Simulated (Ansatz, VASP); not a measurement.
# One calculation of C, two programs

The input INCAR:

```
ALGO = Normal ; EDIFF = 1E-6
ENCUT = 520 ; GGA = PE
ISIF = 2 ; ISMEAR = 0
IVDW = 12 ; LASPH = True
LCHARG = False ; LREAL = False
LWAVE = False ; NBANDS = 11
NELM = 80 ; PREC = Accurate
SIGMA = 0.1
```

The input KPOINTS:

```
k-points
0
Gamma
  24 24 14
```

File POSCAR:

```
C
1.0
    2.4647381471      0.0000000000      0.0000000000
   -1.2323690736      2.1345258491      0.0000000000
    0.0000000000      0.0000000000      3.6209377826
C
2
Direct
    0.3333333333      0.6666666667      0.0000000000
    0.6666666667      0.3333333333      0.0000000000
```

Input for Ansatz:

```yaml
crystal:
  lattice:
    - [2.4647381471, 0.0, 0.0]
    - [-1.2323690736, 2.1345258491, 0.0]
    - [0.0, 0.0, 3.6209377826]
  atoms:
    - { symbol: C, position: [0.3333333333, 0.6666666667, 0.0] }
    - { symbol: C, position: [0.6666666667, 0.3333333333, 0.0] }
basis:
  ecutwfc: 420
kpoints:
  mp_grid: { grid: [24, 24, 14] }
hamiltonian:
  xc: pbe
  dispersion: d3bj
scf:
  occupations: { method: gaussian, width: 0.1 }
output:
  forces: true
  stress: true
  eigenvalues: true
```

Change from the starting cell: strain along c alone, the other axes held, atoms relaxed: +1.5 %.

Alike in both runs: task single point; functional PBE; dispersion D3(BJ); k mesh 24 × 24 × 14; occupations gaussian, width 0.1 eV; no spin polarisation.

```csv
,VASP,Ansatz
version,VASP 6.6.1,Ansatz 0.2.0
potentials or method,"VASP PAW PBE potentials, release 64 (C), cutoff 520 eV","scalar-relativistic, plane waves, PAW"
valence electrons in the cell,8,8
```

Ansatz gave:

```
gap on the k mesh at the Fermi level (eV)                     : none
pressure (GPa)                                                : -0.1
traceless stress, the component that is largest in VASP (GPa) : -0.25
```

Question: What did VASP give for the same quantities?

Answer: gap on the k mesh at the Fermi level (eV): none; pressure (GPa): 0.3; traceless stress, the component that is largest in VASP (GPa): -0.75.

A gap of «none» marks a metal or a gap that the smearing closes.
